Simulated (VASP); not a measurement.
Runs of VASP 6.6.1 on Rh. The structure is that of space group I4/mmm (No. 139), or close to it. The cells are those of the table. 

```tsv
cell	gap on the mesh (eV)	pressure (GPa)
a = 2.588, b = 2.588, c = 3.098 Å, angles 53.2, 53.2, 73.5°, 1 atom	none	(a)
a = 2.740, b = 2.740, c = 2.521 Å, angles 62.6, 62.6, 54.8°, 1 atom	none	(b)
a = 2.541, b = 2.541, c = 2.816 Å, angles 56.4, 56.4, 67.3°, 1 atom	none	(c)
a = 2.624, b = 2.624, c = 2.724 Å, angles 58.7, 58.7, 62.5°, 1 atom	none	1.9
a = 2.588, b = 2.588, c = 2.868 Å, angles 56.4, 56.4, 67.3°, 1 atom	none	6.9
a = 2.690, b = 2.690, c = 2.476 Å, angles 62.6, 62.6, 54.8°, 1 atom	none	26.2
a = 2.577, b = 2.577, c = 2.674 Å, angles 58.7, 58.7, 62.5°, 1 atom	none	21.9
a = 2.555, b = 2.555, c = 2.744 Å, angles 57.5, 57.5, 65.0°, 1 atom	none	24.5
```

Alike in all rows: task single point; level LDA; potentials or basis VASP PAW LDA potentials, release 64 (Rh_pv); no spin polarisation; k mesh 22 × 22 × 22; cutoff (eV) 520; smearing gaussian 0.15 eV.

Q: Fill in the values left out.

A: (a) 7.7; (b) 5.7; (c) 27.6.

Caveats: the stress differs along the axes, from -6 to 14 GPa (at least some runs); the stress differs along the axes, from -22 to 19 GPa (at least some runs); the stress differs along the axes, from 16 to 52 GPa (at least some runs); the stress differs along the axes, from -5 to 15 GPa (at least some runs); the stress differs along the axes, from -4 to 28 GPa (at least some runs); the stress differs along the axes, from -7 to 43 GPa (at least some runs); the stress differs along the axes, from 14 to 37 GPa (at least some runs).

A k mesh can miss the band edges, and the runs leave out spin-orbit coupling on Rh.

A gap of «none» marks levels without a gap at the run's occupations.
